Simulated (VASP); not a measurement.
# GaN (P6_3mc) in VASP: a series of runs

GaN is run at these levels: LDA; tasks: elastic constants.

All numbers are computed with VASP 6.6.1; they aren't measurements. Logs are shortened: lines on timing, memory, paths and dates and some standing lists are left out, and cuts for length are marked.

### Step 1. The cell of the first run

The structure is hexagonal, space group P6_3mc (No. 186). Conventional cell: a = 3.152 Å, b = 3.152 Å, c = 5.138 Å, α = 90.00°, β = 90.00°, γ = 120.00°. Ga (site symmetry 3m) has 4 N at 1.93 Å within 2.6 Å. N (site symmetry 3m) has 4 Ga at 1.93 Å within 2.6 Å.

### Step 2. Elastic constants, LDA

Input file INCAR:

```
SYSTEM = GaN
PREC     = Accurate       ! precision mode
ENCUT    = 600            ! plane-wave cutoff, eV
EDIFF    = 1E-8           ! SCF threshold, eV
ISMEAR   = 0              ! smearing method
SIGMA    = 0.01           ! smearing width, eV
LREAL    = .False.        ! projectors in reciprocal space
LASPH    = .True.         ! aspherical terms in the spheres
NELM     = 60             ! most SCF steps
ALGO     = Normal         ! electronic algorithm
ISIF     = 3              ! what is computed and relaxed
LWAVE    = .False.        ! write WAVECAR
LCHARG   = .False.        ! write CHGCAR
GGA      = CA             ! functional
IBRION   = 6              ! ionic algorithm
NFREE    = 2            
POTIM    = 0.015          ! step
NSW      = 1              ! ionic steps
```

Input file KPOINTS:

```
regular mesh
0
Gamma
  8 8 4
  0 0 0
```

Input file POSCAR:

```
GaN
1.0
    3.1518156805      0.0000000000      0.0000000000
   -1.5759078402      2.7295524473      0.0000000000
    0.0000000000      0.0000000000      5.1383988121
Ga N
2 2
Direct
    0.3333333333      0.6666666667     -0.0007048346
    0.6666666667      0.3333333333      0.4992951654
    0.3333333333      0.6666666667      0.3757048346
    0.6666666667      0.3333333333      0.8757048346
```

Potentials or basis: VASP PAW LDA potentials, release 64 (Ga_d, N).

Started as:

```bash
cat potpaw_LDA.64/Ga_d/POTCAR potpaw_LDA.64/N/POTCAR > POTCAR
mpirun -np 1 vasp_std > vasp.out
```

OUTCAR:

```text
SYSTEM = GaN
   PREC = Accurate
   ENCUT = 600
   EDIFF = 1E-8
   ISMEAR = 0
   LREAL = .False.
   LASPH = .True.
   NELM = 60
   ISIF = 3
   GGA = CA
   IBRION = 6
   NFREE = 2
   POTIM = 0.015
   NSW = 1

 ion  position               nearest neighbor table
   1  0.333  0.667  0.999-   4 1.93   4 1.93   4 1.93   3 1.93
   2  0.667  0.333  0.499-   3 1.93   3 1.93   3 1.93   4 1.93
   3  0.333  0.667  0.376-   2 1.93   2 1.93   2 1.93   1 1.93
   4  0.667  0.333  0.876-   1 1.93   1 1.93   1 1.93   2 1.93

  LATTYP: Found a hexagonal cell.
 ALAT       =     3.1518156805
 C/A-ratio  =     1.6302980037

  Lattice vectors:

 A1 = (   3.1518156805,   0.0000000000,   0.0000000000)
 A2 = (  -1.5759078402,   2.7295524473,   0.0000000000)
 A3 = (   0.0000000000,   0.0000000000,   5.1383988121)

Analysis of symmetry for initial positions (statically):
=====================================================================
 Subroutine PRICEL returns:
 Original cell was already a primitive cell.

 Routine SETGRP: Setting up the symmetry group for a
 hexagonal supercell.

 Subroutine GETGRP returns: Found 12 space group operations
 (whereof  6 operations were pure point group operations)
 out of a pool of 24 trial point group operations.

The static configuration has the point symmetry C_3v.
 The point group associated with its full space group is C_6v.

Analysis of symmetry for dynamics (positions and initial velocities):
=====================================================================
 Subroutine PRICEL returns:
 Original cell was already a primitive cell.

 Routine SETGRP: Setting up the symmetry group for a
 hexagonal supercell.

 Subroutine GETGRP returns: Found 12 space group operations
 (whereof  6 operations were pure point group operations)
 out of a pool of 24 trial point group operations.

The dynamic configuration has the point symmetry C_3v.
 The point group associated with its full space group is C_6v.

 Subroutine INISYM returns: Found 12 space group operations
 (whereof  6 operations are pure point group operations),
 and found     1 'primitive' translations

----------------------------------------------------------------------------------------

                                     Primitive cell

  volume of cell :      44.2059

  direct lattice vectors                    reciprocal lattice vectors
     3.151815680  0.000000000  0.000000000     0.317277437  0.183180213  0.000000000
    -1.575907840  2.729552447  0.000000000     0.000000000  0.366360427  0.000000000
     0.000000000  0.000000000  5.138398812     0.000000000  0.000000000  0.194613154

  length of vectors
     3.151815680  3.151815680  5.138398812     0.366360427  0.366360427  0.194613154

  position of ions in fractional coordinates (direct lattice)
     0.333333333  0.666666667  0.999295165
     0.666666667  0.333333333  0.499295165
     0.333333333  0.666666667  0.375704835
     0.666666667  0.333333333  0.875704835

  ion indices of the primitive-cell ions
[... 118 lines left out ...]

 number of electron      35.9999987 magnetization

 Free energy of the ion-electron system (eV)
  ---------------------------------------------------
  ext. energy  EPLUGINS =         0.00000000
  ---------------------------------------------------
  free energy    TOTEN  =       -27.91000068 eV

  energy without entropy =      -27.91000068  energy(sigma->0) =      -27.91000068

------------------------ aborting loop because EDIFF is reached ----------------------------------------

  FORCE on cell =-STRESS in cart. coord.  units (eV):
  Direction    XX          YY          ZZ          XY          YZ          ZX
  --------------------------------------------------------------------------------------
  -------------------------------------------------------------------------------------
  Total        0.2781555      0.2781555      0.2697575      0.0000000      0.0000000      0.0000000
  in kB       10.0813394     10.0813394      9.7769649      0.0000000      0.0000000      0.0000000
  external PRESSURE =       9.9798812 kB  Pullay stress =       0.0000000 kB
[... 95 lines left out ...]
  FREE ENERGIE OF THE ION-ELECTRON SYSTEM (eV)
  ---------------------------------------------------
  free  energy   TOTEN  =       -27.8916393505 eV

  energy  without entropy=      -27.8916393505  energy(sigma->0) =      -27.89163935

[... ionic steps 4 to 18 ...]

--------------------------------------- Ionic step       19  -------------------------------------------

 number of electron      35.9999987 magnetization

------------------------ aborting loop because EDIFF is reached ----------------------------------------
[... 71 lines left out ...]
--------------------------------------- Ionic step       21  -------------------------------------------

 number of electron      35.9999987 magnetization

 Free energy of the ion-electron system (eV)
  ---------------------------------------------------
  ext. energy  EPLUGINS =         0.00000000
  ---------------------------------------------------
  free energy    TOTEN  =       -27.90785128 eV

  energy without entropy =      -27.90785128  energy(sigma->0) =      -27.90785128

 E-fermi :   5.4960     XC(G=0): -12.2987

 val. band max:        5.4486995616   @ k =   0.0000   0.0000   0.0000
 cond. band min:       7.5837050563   @ k =   0.0000   0.0000   0.0000
 fundamental gap:      2.1350054947
 Fermi energy:         5.4960257586

 k-point     1 :       0.0000    0.0000    0.0000
  band No.  band energies     occupation
      1     -10.7022      2.00000
      2      -9.7169      2.00000
      3      -8.1513      2.00000
      4      -8.1290      2.00000
      5      -8.1290      2.00000
      6      -8.0599      2.00000
[... 589 lines left out ...]
     21      13.2793      0.00000
     22      13.3906      0.00000

 [... further k-points ...]

------------------------ aborting loop because EDIFF is reached ----------------------------------------

  FORCE on cell =-STRESS in cart. coord.  units (eV):
  Direction    XX          YY          ZZ          XY          YZ          ZX
  --------------------------------------------------------------------------------------
  -------------------------------------------------------------------------------------
  Total        0.1925698      0.1925698      0.4476436      0.0000000      0.0000000      0.0000000
  in kB        6.9794085      6.9794085     16.2241861      0.0000000      0.0000000      0.0000000
  external PRESSURE =      10.0610010 kB  Pullay stress =       0.0000000 kB
[... 19 lines left out ...]
  FREE ENERGIE OF THE ION-ELECTRON SYSTEM (eV)
  ---------------------------------------------------
  free  energy   TOTEN  =       -27.9078512828 eV

  energy  without entropy=      -27.9078512828  energy(sigma->0) =      -27.90785128

 INTERNAL STRAIN TENSORS FROM STRAINED CELLS
 ============================================

 INTERNAL STRAIN TENSOR FOR ION    1 for displacements in x,y,z  (eV/Angst):
          X           Y           Z          XY          YZ          ZX
  --------------------------------------------------------------------------------
  x    -0.00000     0.00000     0.00000    -8.92919    -0.00000    -6.02264
  y    -8.94890     8.95459    -0.00000    -0.00002    -6.01811    -0.00004
  z    -5.88332    -5.88704    11.14310    -0.00019    -0.00422    -0.00004

 INTERNAL STRAIN TENSORS FROM DISPLACED ATOMS
 ============================================

 INTERNAL STRAIN TENSOR FOR ION    1 for displacements in x,y,z  (eV/Angst):
          X           Y           Z          XY          YZ          ZX
  --------------------------------------------------------------------------------
  x    -0.00000     0.00000     0.00000    -8.91309    -0.00000    -6.02928
  y    -8.91309     8.91309     0.00000     0.00000    -6.02929    -0.00000
  z    -5.87695    -5.87695    11.05328    -0.00000    -0.00000     0.00000

 INTERNAL STRAIN TENSOR FOR ION    4 for displacements in x,y,z  (eV/Angst):
          X           Y           Z          XY          YZ          ZX
  --------------------------------------------------------------------------------
  x     0.00000    -0.00000    -0.00000    10.24627     0.00000     6.02825
  y    10.24627   -10.24627    -0.00000    -0.00000     6.02826     0.00000
  z     5.88687     5.88687   -11.08236     0.00000     0.00000    -0.00000

 Eigenvectors and eigenvalues of the dynamical matrix
 ----------------------------------------------------

   1 f  =   21.042441 THz   132.213558 2PiTHz  701.900289 cm-1    87.024505 meV
             X         Y         Z           dx          dy          dz
     -0.000000  1.819702  5.134777     0.000000    0.000000    0.038884
      1.575908  0.909851  2.565578     0.000000    0.000000   -0.038884
     -0.000000  1.819702  1.930521     0.000000    0.000000   -0.706037
      1.575908  0.909851  4.499721    -0.000000   -0.000000    0.706037
[... 71 lines left out ...]
  12 f/i=    0.003602 THz     0.022629 2PiTHz    0.120135 cm-1     0.014895 meV
             X         Y         Z           dx          dy          dz
     -0.000000  1.819702  5.134777     0.000000   -0.000000    0.645344
      1.575908  0.909851  2.565578     0.000000   -0.000000    0.645344
     -0.000000  1.819702  1.930521     0.000000   -0.000000    0.289018
      1.575908  0.909851  4.499721     0.000000   -0.000000    0.289018

--------------------------------------------------------------------------------------------------------

 ELASTIC MODULI CONTR FROM IONIC RELAXATION (kBar)
 Direction    XX          YY          ZZ          XY          YZ          ZX
 --------------------------------------------------------------------------------
 XX        -715.4915    319.0855    372.9527     -0.0000     -0.0000      0.0000
 YY         319.0855   -715.4915    372.9527     -0.0000      0.0000     -0.0000
 ZZ         372.9527    372.9527   -701.7741      0.0000      0.0000     -0.0000
 XY          -0.0000     -0.0000      0.0000   -517.2885      0.0000      0.0000
 YZ          -0.0000      0.0000      0.0000      0.0000   -192.2587     -0.0000
 ZX           0.0000     -0.0000     -0.0000      0.0000     -0.0000   -192.2585
 --------------------------------------------------------------------------------

 TOTAL ELASTIC MODULI (kBar)
 Direction    XX          YY          ZZ          XY          YZ          ZX
 --------------------------------------------------------------------------------
 XX        3685.8065   1415.3381   1031.3492      0.0000     -0.0000      0.0000
 YY        1415.3381   3685.8065   1031.3492      0.0000      0.0000     -0.0000
 ZZ        1031.3492   1031.3492   4124.3435      0.0000      0.0000     -0.0000
 XY           0.0000      0.0000      0.0000   1135.2342      0.0000      0.0000
 YZ          -0.0000      0.0000      0.0000      0.0000    955.1200      0.0000
 ZX           0.0000     -0.0000     -0.0000      0.0000      0.0000    955.1201
 --------------------------------------------------------------------------------
```

It took 16 min on 1 thread of Oxide Virtual Turin-like, shared host; peak memory 0.31 GiB.

What came out:

| Property | Result |
| --- | --- |
| Voigt bulk modulus | 205 GPa |
| Highest phonon frequency at Γ, LO-TO splitting left out | 702 cm⁻¹ |

Phonon frequencies in cm⁻¹ (negative: imaginary):
```tsv
q point	frequencies
(0.000, 0.000, 0.000)	0 0 0 139 139 338 543 565 565 575 575 702
```

Elastic tensor in Voigt notation (GPa, in the Cartesian axes of the cell as first typed):
```
369 142 103   0   0   0
142 369 103   0   0   0
103 103 412   0   0   0
  0   0   0  96   0   0
  0   0   0   0  96   0
  0   0   0   0   0 114
```

Clamped-ion elastic tensor (GPa):
```
440 110  66   0   0   0
110 440  66   0   0   0
 66  66 483   0   0   0
  0   0   0 115   0   0
  0   0   0   0 115   0
  0   0   0   0   0 165
```

### Step 3. Elastic constants, LDA

This run uses another cell than the first one, of 10.95 Å³/atom.

Input file INCAR:

```
PREC = Accurate
ENCUT = 600
EDIFF = 1E-8
ISMEAR = 0
SIGMA = 0.01
LREAL = False
LASPH = True
NELM = 60
ALGO = Normal
ISIF = 3
LWAVE = False
LCHARG = False
NBANDS = 26
IBRION = 6
NFREE = 2
POTIM = 0.015
NSW = 1
```

Input file KPOINTS:

```
regular mesh
0
Gamma
  8 8 4
```

Input file POSCAR:

```
GaN
1.0
    3.1417297664      0.0000000000      0.0000000000
   -1.5708648832      2.7208177895      0.0000000000
    0.0000000000      0.0000000000      5.1221320640
Ga N
2 2
Direct
    0.3333333333      0.6666666667     -0.0006890804
    0.6666666667      0.3333333333      0.4993109196
    0.3333333333      0.6666666667      0.3756890804
    0.6666666667      0.3333333333      0.8756890804
```

Potentials or basis: VASP PAW LDA potentials, release 64 (Ga_d, N).

Started as:

```bash
cat potpaw_LDA.64/Ga_d/POTCAR potpaw_LDA.64/N/POTCAR > POTCAR
mpirun -np 1 vasp_std > vasp.out
```

Wall time 22 min (1 thread of Oxide Virtual Turin-like, shared host); peak memory 0.33 GiB.

The run converged. Its results:

| Property | Result |
| --- | --- |
| Voigt bulk modulus | 212 GPa |
| Highest phonon frequency at Γ, LO-TO splitting left out | 711 cm⁻¹ |

Phonon frequencies in cm⁻¹ (negative: imaginary):
```
              q point                                frequencies
(0.000, 0.000, 0.000)  0 0 0 138 138 341 552 573 573 584 584 711
```

Elastic tensor in Voigt notation (GPa, in the Cartesian axes of the cell as first typed):
```
376 149 109   0   0   0
149 376 109   0   0   0
109 109 421   0   0   0
  0   0   0  95   0   0
  0   0   0   0  95   0
  0   0   0   0   0 113
```

Clamped-ion elastic tensor (GPa):
```
453 115  68   0   0   0
115 453  68   0   0   0
 68  68 498   0   0   0
  0   0   0 116   0   0
  0   0   0   0 116   0
  0   0   0   0   0 169
```

Caveat: the cell is under stress, which shifts elastic constants.

### Step 4. Elastic constants, LDA

This run uses another cell than the first one, of 11.00 Å³/atom.

Input file INCAR:

```
  ALGO = Normal
  EDIFF = 1E-8
  ENCUT = 600
  IBRION = 6
  ISIF = 3
  ISMEAR = 0
  LASPH = True
  LCHARG = True
  LREAL = False
  LWAVE = False
  NELM = 80
  NFREE = 2
  NSW = 1
  POTIM = 0.015
  PREC = Accurate
  SIGMA = 0.01
```

Input file KPOINTS:

```
k-points
0
Gamma
  8 8 4
```

Input file POSCAR:

```
GaN
1.0
    3.1467423024      0.0000000000      0.0000000000
   -1.5733711512      2.7251587731      0.0000000000
    0.0000000000      0.0000000000      5.1302023370
Ga N
2 2
Direct
    0.3333333333      0.6666666667     -0.0006996731
    0.6666666667      0.3333333333      0.4993003269
    0.3333333333      0.6666666667      0.3756996731
    0.6666666667      0.3333333333      0.8756996731
```

Started as:

```bash
cat potpaw_LDA.64/Ga_d/POTCAR potpaw_LDA.64/N/POTCAR > POTCAR
mpirun -np 1 vasp_std > vasp.out
```

Run time: 19 min. Hardware: 1 thread of Oxide Virtual Turin-like, shared host; peak memory 0.31 GiB.

Results (log left out):

| Item | Value |
| --- | --- |
| Voigt bulk modulus | 208 GPa |
| Highest phonon frequency at Γ, LO-TO splitting left out | 706 cm⁻¹ |

Phonon frequencies in cm⁻¹ (negative: imaginary):
```csv
q point,frequencies
"(0.000, 0.000, 0.000)",0 0 0 139 139 340 547 569 569 579 579 706
```

Elastic tensor in Voigt notation (GPa, in the Cartesian axes of the cell as first typed):
```
372 145 106   0   0   0
145 372 106   0   0   0
106 106 417   0   0   0
  0   0   0  95   0   0
  0   0   0   0  95   0
  0   0   0   0   0 114
```

Clamped-ion elastic tensor (GPa):
```
447 112  67   0   0   0
112 447  67   0   0   0
 67  67 490   0   0   0
  0   0   0 116   0   0
  0   0   0   0 116   0
  0   0   0   0   0 167
```

Caveat: the cell is under stress, which shifts elastic constants.
